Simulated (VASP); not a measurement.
C32N (a cell with a defect), 33 atoms in the cell. The cell holds a defect, 33 atoms: a = 6.613 Å, b = 6.619 Å, c = 6.619 Å, α = 96.28°, β = 96.34°, γ = 96.34°. 

| Property | Result |
| --- | --- |
| Program | VASP 6.6.1 |
| Task | single point |
| Functional | PBE |
| Dispersion | D3(BJ) |
| Potentials or basis | VASP PAW PBE potentials, release 64 (C, N) |
| Cutoff | 520 eV |
| k mesh | 2 × 2 × 2, shifted |
| Occupations | gaussian, width 0.02 eV |
| Spin | collinear spin, ferromagnetic start |
| Dipole correction | no |
| Further INCAR settings | LREAL = Auto; ALGO = Normal; EDIFF = 1e-06; NBANDS = 92 |

Potentials or basis: VASP PAW PBE potentials, release 64 (C, N).

Command:

```bash
$ cat potpaw_PBE.64/C/POTCAR potpaw_PBE.64/N/POTCAR > POTCAR
$ mpirun -np 1 vasp_std > vasp.out
```

Hardware: 1 thread of Intel(R) Xeon(R) 6975P-C (Granite Rapids) (shared host).

**Question.** How long does it take, and how much memory?

**Answer.** It took 3.2 min on 1 thread of Intel(R) Xeon(R) 6975P-C (Granite Rapids) (shared host), peak memory 0.49 GiB. Counts: scf iterations 17, k points 4.
